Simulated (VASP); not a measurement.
Runs of VASP 6.6.1 on TiN (rocksalt type). The structure is that of space group Fm-3m (No. 225), or close to it. The cells are those of the table. 

```tsv
task	cell	cutoff (eV)	smearing	k mesh for the DOS	occupations for the DOS	gap on the mesh (eV)	pressure (GPa)
single point	a = 2.973 Å, angles 60.0°, 2 atoms	520	tetrahedron	-	-	none	(a)
relaxation of cell and atoms	relaxed from a = 3.157 Å, angles 60.0°, 2 atoms	600	fermi-dirac 0.03 eV	-	-	none	0.0
single point	a = 2.942 Å, angles 60.0°, 2 atoms	520	fermi-dirac 0.03 eV	-	-	none	19.8
electric field gradients	a = 2.942 Å, angles 60.0°, 2 atoms	520	fermi-dirac 0.03 eV	-	-	none	19.9
single point	a = 3.033 Å, angles 60.0°, 2 atoms	520	fermi-dirac 0.03 eV	-	-	none	-7.3
single point	a = 3.003 Å, angles 60.0°, 2 atoms	520	fermi-dirac 0.03 eV	-	-	none	(b)
electric field gradients	a = 2.973 Å, angles 60.0°, 2 atoms	520	fermi-dirac 0.03 eV	-	-	none	9.5
```

Alike in all rows: level PBE; potentials or basis VASP PAW PBE potentials, release 64 (Ti_sv, N); no spin polarisation; k mesh 16 × 16 × 16.

Estimate the missing entries.

(a) 9.4; (b) 0.5.

Caveats: tetrahedron occupations give inexact forces and stress in metals (some runs).

A gap of «none» marks levels without a gap at the run's occupations.
